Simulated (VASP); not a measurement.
Write the native input for VASP 6.6.1 that does the following.

- Task: single point
- Functional: PBE
- Potentials or basis: VASP PAW PBE potentials, release 64 (Hf_pv, B)
- Cutoff: 520 eV
- k mesh: 12 × 12 × 10
- Occupations: gaussian, width 0.1 eV
- Spin: no spin polarisation
- Dipole correction: no
- Further INCAR settings: ALGO = Normal; EDIFF = 1e-07; NBANDS = 21

The structure of HfB lies in POSCAR:

```
HfB
1.0
    2.5256587295      2.5256587295      0.0000000000
   -2.5256587295      2.5256587295      0.0000000000
    0.0000000000      0.0000000000      5.0513174589
Hf B
2 2
Direct
    0.5000000000      0.5000000000      0.0000000000
    0.0000000000      0.0000000000      0.5000000000
    0.0000000000      0.0000000000      0.0000000000
    0.5000000000      0.5000000000      0.5000000000
```

This cell differs from its parent crystal: equal strain along all axes, cell held: +4.5 %.

The input as run:

INCAR

```
ALGO = Normal
EDIFF = 1E-7
ENCUT = 520
GGA = PE
ISIF = 2
ISMEAR = 0
LASPH = True
LCHARG = True
LELF = True
LREAL = False
LVHAR = True
LWAVE = False
NBANDS = 21
NELM = 100
PREC = Accurate
SIGMA = 0.1
```

KPOINTS

```
k-points
0
Gamma
  12 12 10
```

Potentials or basis: VASP PAW PBE potentials, release 64 (Hf_pv, B).

Run with:

```console
$ cat potpaw_PBE.64/Hf_pv/POTCAR potpaw_PBE.64/B/POTCAR > POTCAR
$ mpirun -np 1 vasp_std > vasp.out
```

Results of the run:

```json
{
  "Pressure": "-17.6 GPa",
  "Band gap on the k mesh": "zero (bands 13 and 14 overlap by 3.05 eV)"
}
```

Caveat: the cell differs from its parent crystal (equal strain along all axes, cell held: +4.5 %); the cell stands under tension; spin-orbit coupling is left out, which moves the levels of the heavy elements.

It took 3.8 min on 1 thread of Intel Xeon 8259CL, on a shared host, peak memory 0.33 GiB.
